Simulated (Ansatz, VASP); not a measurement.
One calculation of HfN, two programs

```
Hf N
1.0
     0.00000    1.95975    1.95975
     1.95975    0.00000    1.95975
     1.95975    1.95975    0.00000
Hf N
1 1
Direct
  0.00000 0.00000 0.00000
  0.50000 0.50000 0.50000
```

Change from the starting cell: volume scaled by 0.64, LAPW.

Alike in both runs: task single point; functional PBE; k mesh 15 × 15 × 15; occupations fermi-dirac, width 0.1 eV; no spin polarisation.

|  | VASP | Ansatz |
| --- | --- | --- |
| version | VASP 6.6.1 | Ansatz 0.2.0 |
| potentials or method | VASP PAW PBE potentials, release 64 (Hf_pv, N), cutoff 520 eV | all-electron LAPW, scalar-relativistic |

|  | VASP | Ansatz | Ansatz less VASP |
| --- | --- | --- | --- |
| pressure (GPa) | 301.7 | 300.1 | -1.55 |

Both programs put the cell under a high pressure, so it lies far from rest at this level. Ansatz ran all-electron here, and VASP with PAW potentials.

Spin-orbit coupling is off throughout. Noted on VASP's run: the cell as given lies far from equilibrium.
